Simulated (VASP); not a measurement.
Set up this calculation in VASP 6.6.1, as the native input.

```
Task                   : single point
Functional             : PBE
Potentials or basis    : VASP PAW PBE potentials, release 64 (Si, W_sv)
Cutoff                 : 520 eV
k mesh                 : 9 × 9 × 6
Occupations            : gaussian, width 0.03 eV
Spin                   : no spin polarisation
Dipole correction      : no
Further INCAR settings : ALGO = Normal; EDIFF = 1e-06; NBANDS = 43
```

The structure of Si2W lies in POSCAR:

```
Si2W
1.0
    4.4975331999      0.0000000000      0.0000000000
   -2.2487666000      3.8949780055      0.0000000000
    0.0000000000      0.0000000000      6.9968123992
Si W
6 3
Direct
    0.8488551621      0.6977103243      0.5000000000
    0.1511448379      0.8488551621      0.8333333333
    0.6977103243      0.8488551621      0.1666666667
    0.1511448379      0.3022896757      0.5000000000
    0.8488551621      0.1511448379      0.8333333333
    0.3022896757      0.1511448379      0.1666666667
    0.0000000000      0.5000000000      0.1666666667
    0.5000000000      0.5000000000      0.8333333333
    0.5000000000      0.0000000000      0.5000000000
```

This cell differs from its parent crystal: atoms shifted along a free coordinate, c/a of the conventional cell at fixed volume 1.5557.

One way to write it, as run:

INCAR

```
SYSTEM = Si2W
ALGO = Normal ; EDIFF = 1E-6
ENCUT = 520 ; GGA = PE
ISIF = 2 ; ISMEAR = 0
LASPH = .TRUE. ; LCHARG = .FALSE.
LREAL = .FALSE. ; LWAVE = .FALSE.
NBANDS = 43 ; NELM = 60
PREC = Accurate ; SIGMA = 0.03
```

KPOINTS

```
k-points
0
G
  9 9 6
  0 0 0
```

Potentials or basis: VASP PAW PBE potentials, release 64 (Si, W_sv).

Launch:

```console
$ cat potpaw_PBE.64/Si/POTCAR potpaw_PBE.64/W_sv/POTCAR > POTCAR
$ mpirun -np 1 vasp_std > vasp.out
```

It gave:

```json
{
  "Pressure": "2.8 GPa",
  "Largest force": "2.277 eV/Å",
  "Band gap on the k mesh": "0.08 eV (least direct gap 0.89 eV)"
}
```

Caveat: spin-orbit coupling is left out, which moves the levels of the heavy elements; an odd mesh through Γ misses points on the zone boundary, where band edges can lie; forces of over 1 eV/Å act on the atoms, so gaps and moduli don't describe the material at rest.

It took 2.5 min on 1 thread of Intel(R) Xeon(R) Platinum 8488C (Sapphire Rapids) (shared host), peak memory 0.36 GiB.
